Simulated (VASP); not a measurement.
Write the native input for VASP 6.6.1 that does the following.

```yaml
Task: single point
Functional: HSE06
Potentials_or_basis: VASP PAW PBE potentials, release 64 (Si)
Cutoff: 520 eV
k_mesh: 8 × 8 × 8
Occupations: gaussian, width 0.01 eV
Spin: no spin polarisation
Dipole_correction: no
Grid_for_exact_exchange_PRECFOCK: Normal
Further_INCAR_settings: ALGO = Normal; EDIFF = 1e-06; NBANDS = 11
Share_of_exact_exchange: 0.25
Screening_parameter: 0.2079 1/Å
```

Crystal: Si.

```
CELL_PARAMETERS angstrom
0.00000 2.73505 2.73505
2.73505 0.00000 2.73505
2.73505 2.73505 0.00000
ATOMIC_POSITIONS crystal
Si 0.75000 0.75000 0.75000
Si 0.50000 0.50000 0.50000
```

These files were run (other wordings do the same):

POSCAR

```
Si
1.0
    0.0000000000      2.7350468793      2.7350468793
    2.7350468793      0.0000000000      2.7350468793
    2.7350468793      2.7350468793      0.0000000000
Si
2
Direct
    0.7500000000      0.7500000000      0.7500000000
    0.5000000000      0.5000000000      0.5000000000
```

INCAR.step1

```
  ALGO = Normal
  EDIFF = 1E-5
  ENCUT = 520
  GGA = PE
  ISIF = 2
  ISMEAR = 0
  LASPH = T
  LREAL = F
  LWAVE = T
  NBANDS = 11
  NELM = 100
  PREC = Accurate
  SIGMA = 0.01
```

INCAR.step2

```
  ALGO = Normal
  EDIFF = 1E-6
  ENCUT = 520
  GGA = PE
  HFSCREEN = 0.2079
  ISIF = 2
  ISMEAR = 0
  ISTART = 1
  LASPH = T
  LCHARG = T
  LELF = T
  LHFCALC = T
  LREAL = F
  LVHAR = T
  LWAVE = F
  NBANDS = 11
  NELM = 100
  PREC = Accurate
  PRECFOCK = Normal
  SIGMA = 0.01
```

KPOINTS

```
k-points
0
Gamma
  8 8 8
```

Potentials or basis: VASP PAW PBE potentials, release 64 (Si).

Command:

```sh
$ cat potpaw_PBE.64/Si/POTCAR > POTCAR
$ cp INCAR.step1 INCAR
$ mpirun -np 1 vasp_std > vasp.out
$ cp INCAR.step2 INCAR
$ mpirun -np 1 vasp_std > vasp.out
```

Results of the run:

| Property | Result |
| --- | --- |
| Pressure | -1.9 GPa |
| Band gap on the k mesh | 1.22 eV (least direct gap 3.31 eV) |

Caveat: the PAW data sets were made with another functional, which shifts forces and pressure a little.

Run time: 50 min on 1 thread of Intel(R) Xeon(R) Platinum 8375C CPU @ 2.90GHz (Ice Lake), with other jobs on the host, peak memory 0.3 GiB.
